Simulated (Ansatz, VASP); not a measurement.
# Two plane-wave programs on MoS2

INCAR

```
  PREC = Accurate
  ENCUT = 520
  EDIFF = 1E-6
  ISMEAR = -1
  SIGMA = 0.05
  LREAL = False
  LASPH = True
  NELM = 60
  ALGO = Normal
  ISIF = 2
  LWAVE = False
  LCHARG = False
  GGA = RP
  IVDW = 12
  NBANDS = 35
```

The input KPOINTS:

```
regular mesh
0
Gamma
  10 10 2
```

POSCAR

```
MoS2
1.0
    3.2264481230      0.0000000000      0.0000000000
   -1.6132240615      2.7941860385      0.0000000000
    0.0000000000      0.0000000000     21.9557060374
Mo S
2 4
Direct
    0.3333333333      0.6666666667      0.8511602300
    0.6666666667      0.3333333333      0.1488397700
    0.6666666667      0.3333333333      0.7796253900
    0.3333333333      0.6666666667      0.0772510000
    0.6666666667      0.3333333333      0.9227490000
    0.3333333333      0.6666666667      0.2203746100
```

Contents of input.yaml:

```yaml
crystal:
  lattice:
    - [3.226448123, 0.0, 0.0]
    - [-1.6132240615, 2.7941860385, 0.0]
    - [0.0, 0.0, 21.9557060374]
  atoms:
    - { symbol: Mo, position: [0.3333333333, 0.6666666667, 0.85116023] }
    - { symbol: Mo, position: [0.6666666667, 0.3333333333, 0.14883977] }
    - { symbol: S, position: [0.6666666667, 0.3333333333, 0.77962539] }
    - { symbol: S, position: [0.3333333333, 0.6666666667, 0.077251] }
    - { symbol: S, position: [0.6666666667, 0.3333333333, 0.922749] }
    - { symbol: S, position: [0.3333333333, 0.6666666667, 0.22037461] }
hamiltonian:
  xc: rpbe
  pseudopotentials: { kind: paw }
  dispersion: d3bj
kpoints:
  mp_grid: { grid: [10, 10, 2] }
scf:
  occupations: { method: fermi_dirac, width: 0.05 }
output:
  forces: true
  stress: true
  eigenvalues: true
```

Alike in both runs: task single point; functional RPBE; dispersion D3(BJ); k mesh 10 × 10 × 2; occupations fermi-dirac, width 0.05 eV; no spin polarisation.

|  | VASP | Ansatz |
| --- | --- | --- |
| version | VASP 6.6.1 | Ansatz 0.2.0 |
| potentials or method | VASP PAW PBE potentials, release 64 (Mo_sv, S) | Ansatz PAW |
| plane-wave cutoff (eV) | 520 | 420 |
| valence electrons in the cell | 52 | 52 |

Ansatz gave:

* gap on the k mesh at the Fermi level (eV): 1.34
* least direct gap on the mesh (eV): 1.79
* rms of the force components (eV/Å): 0.501

Question: Which values does VASP return?

Answer: gap on the k mesh at the Fermi level (eV): 1.35; least direct gap on the mesh (eV): 1.79; rms of the force components (eV/Å): 0.510.

VASP's potentials were made for PBE, not for RPBE. Atom by atom the forces differ by 0.010 eV/Å (rms over components).
